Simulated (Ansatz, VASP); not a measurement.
**Two plane-wave programs on SnSe2**

```
CELL_PARAMETERS angstrom
3.87167 0.00000 0.00000
-1.93584 3.35297 0.00000
0.00000 0.00000 7.38937
ATOMIC_POSITIONS crystal
Sn 0.00000 0.00000 0.00000
Se 0.66667 0.33333 0.78417
Se 0.33333 0.66667 0.21583
```

Change from the starting cell: strain along c alone, the other axes held, atoms relaxed: +6.0 %.

Alike in both runs: functional PBE; k mesh 12 × 12 × 4; occupations gaussian, width 0.02 eV; no spin polarisation.

Ansatz relaxed the structure, and its values are those at the end. VASP's run is a single point on that final structure, the one shown.

```csv
,VASP,Ansatz
version,VASP 6.6.1,Ansatz 0.2.0
potentials or method,"VASP PAW PBE potentials, release 64 (Sn_d, Se), cutoff 520 eV","scalar-relativistic, plane waves, PAW"
valence electrons in the cell,26,46
```

VASP gave:

* gap on the k mesh at the Fermi level (eV): 0.73
* least direct gap on the mesh (eV): 1.06
* pressure (GPa): 0.0
* rms of the force components (eV/Å): 0.006

**Question.** Estimate Ansatz's values.

**Answer.** gap on the k mesh at the Fermi level (eV): 0.73; least direct gap on the mesh (eV): 1.07; pressure (GPa): -0.1; rms of the force components (eV/Å): 0.000.

With one functional, cell and mesh, what is left measures potentials, basis and numerics. VASP's potentials hold 26 valence electrons a cell and Ansatz's 46, so a difference there can come from the potentials and not from the codes. Ansatz's warnings: stress scf threshold loose.
